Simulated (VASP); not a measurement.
# NiO in VASP: further runs

The runs below take NiO through single point, with PBE.

Everything below comes from runs of VASP 6.6.1. Logs are shortened: lines on timing, memory, paths and dates and some standing lists are left out, and cuts for length are marked.

### 1 The cell of the first run

Symmetry: P4_2/mmc, No. 131, tetragonal system. The conventional cell has a = 2.829 Å, b = 2.829 Å, c = 5.016 Å, α = 90.00°, β = 90.00°, γ = 90.00°. Within 2.5 Å of Ni (site symmetry mmm) lie 4 O at 1.89 Å. O (site symmetry -4m2) has 4 Ni at 1.89 Å and 2 O at 2.51 Å within 2.6 Å.

### 2 Single point, PBE

Contents of INCAR:

```
PREC = Accurate
ENCUT = 520
EDIFF = 1E-7
ISMEAR = 0
SIGMA = 0.1
LREAL = F
LASPH = T
NELM = 100
ALGO = Normal
ISIF = 2
LWAVE = F
LCHARG = F
GGA = PE
NBANDS = 24
```

Contents of KPOINTS:

```
Automatic mesh
0
Gamma
  6 6 4
```

Contents of POSCAR:

```
NiO
1.0
    2.8288312977      0.0000000000      0.0000000000
    0.0000000000      2.8288312977      0.0000000000
    0.0000000000      0.0000000000      5.0163635950
Ni O
2 2
Direct
    0.0000000000      0.5000000000      0.5000000000
    0.5000000000      0.0000000000      0.0000000000
    0.0000000000      0.0000000000      0.2500000000
    0.0000000000      0.0000000000      0.7500000000
```

Potentials or basis: VASP PAW PBE potentials, release 64 (Ni, O).

Run with:

```bash
$ cat potpaw_PBE.64/Ni/POTCAR potpaw_PBE.64/O/POTCAR > POTCAR
$ mpirun -np 1 vasp_std > vasp.out
```

OUTCAR:

```text
PREC = Accurate
   ENCUT = 520
   EDIFF = 1E-7
   ISMEAR = 0
   LREAL = F
   LASPH = T
   NELM = 100
   ISIF = 2
   GGA = PE

 ion  position               nearest neighbor table
   1  0.000  0.500  0.500-   3 1.89   4 1.89   3 1.89   4 1.89
   2  0.500  0.000  0.000-   3 1.89   4 1.89   3 1.89   4 1.89
   3  0.000  0.000  0.250-   1 1.89   2 1.89   1 1.89   2 1.89
   4  0.000  0.000  0.750-   1 1.89   2 1.89   1 1.89   2 1.89

  LATTYP: Found a simple tetragonal cell.
 ALAT       =     2.8288312977
 C/A-ratio  =     1.7732989589

  Lattice vectors:

 A1 = (   2.8288312977,   0.0000000000,   0.0000000000)
 A2 = (   0.0000000000,   2.8288312977,   0.0000000000)
 A3 = (   0.0000000000,   0.0000000000,   5.0163635950)

Analysis of symmetry for initial positions (statically):
=====================================================================
 Subroutine PRICEL returns:
 Original cell was already a primitive cell.

 Routine SETGRP: Setting up the symmetry group for a
 simple tetragonal supercell.

 Subroutine GETGRP returns: Found 16 space group operations
 (whereof  8 operations were pure point group operations)
 out of a pool of 16 trial point group operations.

The static configuration has the point symmetry D_2h.
 The point group associated with its full space group is D_4h.

Analysis of symmetry for dynamics (positions and initial velocities):
=====================================================================
 Subroutine PRICEL returns:
 Original cell was already a primitive cell.

 Routine SETGRP: Setting up the symmetry group for a
 simple tetragonal supercell.

 Subroutine GETGRP returns: Found 16 space group operations
 (whereof  8 operations were pure point group operations)
 out of a pool of 16 trial point group operations.

The dynamic configuration has the point symmetry D_2h.
 The point group associated with its full space group is D_4h.

 Subroutine INISYM returns: Found 16 space group operations
 (whereof  8 operations are pure point group operations),
 and found     1 'primitive' translations

----------------------------------------------------------------------------------------

                                     Primitive cell

  volume of cell :      40.1424

  direct lattice vectors                    reciprocal lattice vectors
[... 84 lines left out ...]
   ICHARG =      2    charge: 1-file 2-atom 10-const
   ISPIN  =      1    spin polarized calculation?
   LNONCOLLINEAR =      F non collinear calculations
   LSORBIT =      F    spin-orbit coupling
   LASPH  =      T    aspherical Exc in radial PAW
   ENCUT  =  520.0 eV  38.22 Ry    6.18 a.u.   5.26  5.26  9.33*2*pi/ulx,y,z
   NELM   =    100;   NELMIN=  2; NELMDL= -5     # of ELM steps
   EDIFF  = 0.1E-06   stopping-criterion for ELM
   LREAL  =      F    real-space projection
   EDIFFG = 0.1E-05   stopping-criterion for IOM
   NSW    =      0    number of steps for IOM
   IBRION =     -1    ionic relax: 0-MD 1-quasi-New 2-CG
   NFREE  =      0    steps in history (QN), initial steepest desc. (CG)
   ISIF   =      2    stress and relaxation
   ISYM   =      2    0-nonsym 1-usesym 2-fastsym
   POTIM  = 0.5000    time-step for ionic-motion
   TEBEG  =    0.0;   TEEND  =   0.0 temperature during run
   PSTRESS=    0.0 pullay stress
   NELECT =      32.0000    total number of electrons
   NUPDOWN=      -1.0000    fix difference up-down
   EMIN   =  10.00;   EMAX   =-10.00  energy-range for DOS
   EFERMI =   0.00;   METHOD = LEGACY
   ISMEAR =     0;   SIGMA  =   0.10  broadening in eV -4-tet -1-fermi 0-gaus
   EFERMI_NEDOS =   21; number of points for ismear=-14 and -15
   IALGO  =     38    algorithm
   IMIX   =      4    mixing-type and parameters
     AMIX     =   0.40;   BMIX     =  1.00
     AMIX_MAG =   1.60;   BMIX_MAG =  1.00
  volume/ion in A,a.u.               =      10.04        67.72
  Fermi-wavevector in a.u.,A,eV,Ry     =   1.517949  2.868507 31.350116  2.304169
  Thomas-Fermi vector in A             =   2.627135
   LORBIT       =      0    0 simple, 1 ext, 2 COOP (PROOUT), +10 PAW based schemes
   GGA     = PE    functional components
   LHFCALC =     F    Hartree Fock is set to
   AEXX    =    0.0000 exact exchange contribution
   IVDW    =     0    specifies the selected vdW correction
   LEPSILON=     F    determine dielectric tensor
   LRPA    =     F    only Hartree local field effects (RPA)
 non-spin polarized calculation
 Gauss-broadening in eV      SIGMA  =   0.10
  energy-cutoff  :      520.00
  volume of cell :       40.14
 maximum number of plane-waves:      1103
 NGX is ok and might be reduce to    24
   NGX = 11   NGY = 11   NGZ = 19

 number of electron      31.9999983 magnetization

 Free energy of the ion-electron system (eV)
  ---------------------------------------------------
  ext. energy  EPLUGINS =         0.00000000
  ---------------------------------------------------
  free energy    TOTEN  =       -24.27890753 eV

  energy without entropy =      -24.26955259  energy(sigma->0) =      -24.27423006

 E-fermi :   6.6245     XC(G=0): -11.9235

 val. band max:        6.5815797909   @ k =   0.5000   0.5000   0.5000
 cond. band min:       6.6920644281   @ k =   0.5000   0.3333   0.2500
 fundamental gap:      0.1104846372
 Fermi energy:         6.6244944170

 k-point     1 :       0.0000    0.0000    0.0000
  band No.  band energies     occupation
      1     -14.1709      2.00000
      2     -12.6684      2.00000
      3      -2.3377      2.00000
      4       0.7080      2.00000
      5       0.7080      2.00000
      6       2.6422      2.00000
[... 637 lines left out ...]
     23      19.6424      0.00000
     24      22.5720      0.00000

 [... further k-points ...]
[... 5 lines left out ...]
  --------------------------------------------------------------------------------------
  -------------------------------------------------------------------------------------
  Total        0.0855828      0.0855828      0.1999081      0.0000000      0.0000000      0.0000000
  in kB        3.4158135      3.4158135      7.9788036      0.0000000      0.0000000      0.0000000
  external PRESSURE =       4.9368102 kB  Pullay stress =       0.0000000 kB

 VOLUME and BASIS-vectors are now :
 -----------------------------------------------------------------------------
  energy-cutoff  :      520.00
  volume of cell :       40.14
      direct lattice vectors                 reciprocal lattice vectors
     2.828831298  0.000000000  0.000000000     0.353502876  0.000000000  0.000000000
     0.000000000  2.828831298  0.000000000     0.000000000  0.353502876  0.000000000
     0.000000000  0.000000000  5.016363595     0.000000000  0.000000000  0.199347591

 POSITION                                       TOTAL-FORCE (eV/Angst)
 -----------------------------------------------------------------------------------
      0.00000      1.41442      2.50818         0.000000     -0.000000     -0.000000
      1.41442      0.00000      0.00000         0.000000     -0.000000     -0.000000
      0.00000      0.00000      1.25409         0.000000      0.000000      0.000000
      0.00000      0.00000      3.76227        -0.000000     -0.000000      0.000000
 -----------------------------------------------------------------------------------
    total drift:                                0.000000      0.000000     -0.000000

  FREE ENERGIE OF THE ION-ELECTRON SYSTEM (eV)
  ---------------------------------------------------
  free  energy   TOTEN  =       -24.2789075282 eV

  energy  without entropy=      -24.2695525873  energy(sigma->0) =      -24.27423006
```

stdout:

```text
POSCAR found type information on POSCAR NiO
 POSCAR found :  2 types and       4 ions
 scaLAPACK will be used
 LDA part: xc-table for (Slater+PW92), standard interpolation
 POSCAR, INCAR and KPOINTS ok, starting setup
 FFT: planning ... GRIDC
 FFT: planning ... GRID_SOFT
 FFT: planning ... GRID
 WAVECAR not read
 entering main loop
```

Wall time 28 s (1 thread of Intel Xeon Platinum 8259CL at 2.50GHz (Skylake/Cascade Lake), shared host); peak memory 0.16 GiB.

Results:

```
Free energy            : -24.2789 eV
Pressure               : 0.5 GPa
Band gap on the k mesh : zero (bands 16 and 17 overlap by 0.30 eV)
```

Caveat: the k points lie up to 0.37 Å⁻¹ apart; the run has no spin polarisation, though such a crystal can be magnetic; semilocal functionals often make such compounds metallic where correlation or magnetic order opens a gap, which also shifts bond lengths.

### 3 Single point, PBE

Contents of INCAR:

```
PREC = Accurate
ENCUT = 520
EDIFF = 1E-6
ISMEAR = 0
SIGMA = 0.2
LREAL = F
LASPH = T
NELM = 80
ALGO = Normal
ISIF = 2
LWAVE = F
LCHARG = T
GGA = PE
LELF = T
LVHAR = T
NBANDS = 24
```

Contents of KPOINTS:

```
Automatic mesh
0
Gamma
  8 6 4
```

Contents of POSCAR:

```
NiO
1.0
   -1.4371517819      0.3344023394     -2.4156103202
    1.3860764836      2.4157013590     -0.4851339509
    3.5576726558     -2.5395606671     -2.4611990189
Ni O
2 2
Direct
    0.8031444441      0.6010484770      0.6010481704
    0.3031450984      0.1010478746      0.1010479558
    0.8027543213      1.1012843387      0.8509926384
    0.8035341162      0.1008119697      0.3511038955
```

Potentials or basis: VASP PAW PBE potentials, release 64 (Ni, O).

Run with:

```bash
$ cat potpaw_PBE.64/Ni/POTCAR potpaw_PBE.64/O/POTCAR > POTCAR
$ mpirun -np 1 vasp_std > vasp.out
```

It took 77 s on 1 thread of Intel Xeon Platinum 8259CL at 2.50GHz (Skylake/Cascade Lake), shared host; peak memory 0.21 GiB.

It converged, with:

```
Free energy            : -24.2904 eV
Pressure               : 0.6 GPa
Band gap on the k mesh : zero (bands 16 and 17 overlap by 0.38 eV)
```

Forces on the atoms (eV/Å):
```
Ni   0.000  0.000  0.000
Ni   0.000  0.000  0.000
O    0.002 -0.001 -0.001
O   -0.002  0.001  0.001
```

Stress tensor (GPa, compression positive):
```
 0.63 -0.17 -0.20
-0.17  0.52  0.09
-0.20  0.09  0.62
```

Levels at points of the mesh, in eV from the Fermi level:
| k point | band 13 | band 14 | band 15 | band 16 | band 17 | band 18 | band 19 | band 20 |
| --- | --- | --- | --- | --- | --- | --- | --- | --- |
| (0.00, 0.00, 0.00) | -1.30 | -1.21 | -1.09 | -1.08 | 1.51 | 1.52 | 2.71 | 6.60 |
| (0.50, 0.00, 0.00) | -1.29 | -0.87 | -0.62 | -0.16 | 0.99 | 1.18 | 4.24 | 6.97 |
| (0.00, 0.50, 0.00) | -1.27 | -0.90 | -0.61 | -0.18 | 1.00 | 1.17 | 4.23 | 7.00 |
| (0.50, 0.50, 0.00) | -1.45 | -1.26 | -0.53 | 0.17 | 0.19 | 1.94 | 2.45 | 8.14 |
| (0.00, 0.00, 0.50) | -1.15 | -1.14 | -0.57 | -0.55 | 0.82 | 0.84 | 4.54 | 4.55 |
| (0.50, 0.00, 0.50) | -1.51 | -1.18 | -0.96 | -0.40 | 0.92 | 1.56 | 4.71 | 7.10 |
| (0.00, 0.50, 0.50) | -1.50 | -1.17 | -0.97 | -0.42 | 0.93 | 1.55 | 4.70 | 7.13 |
| (0.50, 0.50, 0.50) | -1.06 | -1.04 | -0.04 | -0.02 | 0.44 | 0.46 | 4.65 | 4.66 |

Caveat: the k points lie up to 0.37 Å⁻¹ apart; the run has no spin polarisation, though such a crystal can be magnetic; semilocal functionals often make such compounds metallic where correlation or magnetic order opens a gap, which also shifts bond lengths.

### 4 Single point, PBE, collinear spin, ferromagnetic start

Contents of INCAR:

```
SYSTEM = NiO
PREC = Accurate
ENCUT = 520
EDIFF = 1E-7
ISMEAR = 0
SIGMA = 0.1
LREAL = .FALSE.
LASPH = .TRUE.
NELM = 150
ALGO = Normal
ISIF = 2
LWAVE = .FALSE.
LCHARG = .TRUE.
ISPIN = 2
MAGMOM = 2 2 0 0
LORBIT = 11
LMAXMIX = 4
GGA = PE
LELF = .TRUE.
LVHAR = .TRUE.
NBANDS = 28
```

Contents of KPOINTS:

```
Automatic mesh
0
G
  6 6 4
  0 0 0
```

Contents of POSCAR:

```
NiO
1.0
    2.8288312977      0.0000000000      0.0000000000
    0.0000000000      2.8288312977      0.0000000000
    0.0000000000      0.0000000000      5.0163635950
Ni O
2 2
Direct
    0.0000000000      0.5000000000      0.5000000000
    0.5000000000      0.0000000000      0.0000000000
    0.0000000000      0.0000000000      0.2500000000
    0.0000000000      0.0000000000      0.7500000000
```

Run with:

```bash
$ cat potpaw_PBE.64/Ni/POTCAR potpaw_PBE.64/O/POTCAR > POTCAR
$ mpirun -np 1 vasp_std > vasp.out
```

It took 68 s on 1 thread of Intel Xeon Platinum 8259CL at 2.50GHz (Skylake/Cascade Lake), shared host; peak memory 0.2 GiB.

The run converged. Its results:

```
Free energy                                           : -24.2789 eV
Pressure                                              : 0.5 GPa
Band gap on the k mesh                                : zero (filled and empty bands overlap)
Net moment                                            : 0.00 μB per cell
Valence electrons inside the program's atomic spheres : Ni 9.32; O 5.00
```

Stress tensor (GPa, compression positive):
```
0.34 0.00 0.00
0.00 0.34 0.00
0.00 0.00 0.80
```

Levels at points of the mesh, in eV from the Fermi level:
Spin up:
```tsv
k point	band 14	band 15	band 16	band 17	band 18	band 19
(0.00, 0.00, 0.00)	-1.23	-1.10	-1.10	1.50	1.50	2.69
(0.50, 0.00, 0.00)	-0.90	-0.63	-0.19	0.98	1.16	4.22
(0.50, 0.50, 0.00)	-1.28	-0.54	0.17	0.17	1.92	2.43
(0.00, 0.00, 0.50)	-1.16	-0.57	-0.57	0.81	0.81	4.53
(0.50, 0.00, 0.50)	-1.19	-0.98	-0.42	0.91	1.54	4.69
(0.50, 0.50, 0.50)	-1.06	-0.04	-0.04	0.43	0.43	4.64
```
Spin down:
```
           k point  band 12  band 13  band 14  band 15  band 16  band 17  band 18  band 19  band 20  band 21
(0.00, 0.00, 0.00)    -1.32    -1.32    -1.23    -1.10    -1.10     1.50     1.50     2.69     6.59     8.58
(0.50, 0.00, 0.00)    -1.46    -1.30    -0.90    -0.63    -0.19     0.98     1.16     4.22     6.97     7.52
(0.50, 0.50, 0.00)    -1.46    -1.46    -1.28    -0.54     0.17     0.17     1.92     2.43     8.13    11.46
(0.00, 0.00, 0.50)    -1.68    -1.16    -1.16    -0.57    -0.57     0.81     0.81     4.53     4.53    12.73
(0.50, 0.00, 0.50)    -1.63    -1.52    -1.19    -0.98    -0.42     0.91     1.54     4.69     7.10     8.80
(0.50, 0.50, 0.50)    -1.49    -1.06    -1.06    -0.04    -0.04     0.43     0.43     4.64     4.64    12.13
```

Caveat: the k points lie up to 0.37 Å⁻¹ apart; semilocal functionals often make such compounds metallic where correlation or magnetic order opens a gap, which also shifts bond lengths.

(Continued in part 2 of 2.)
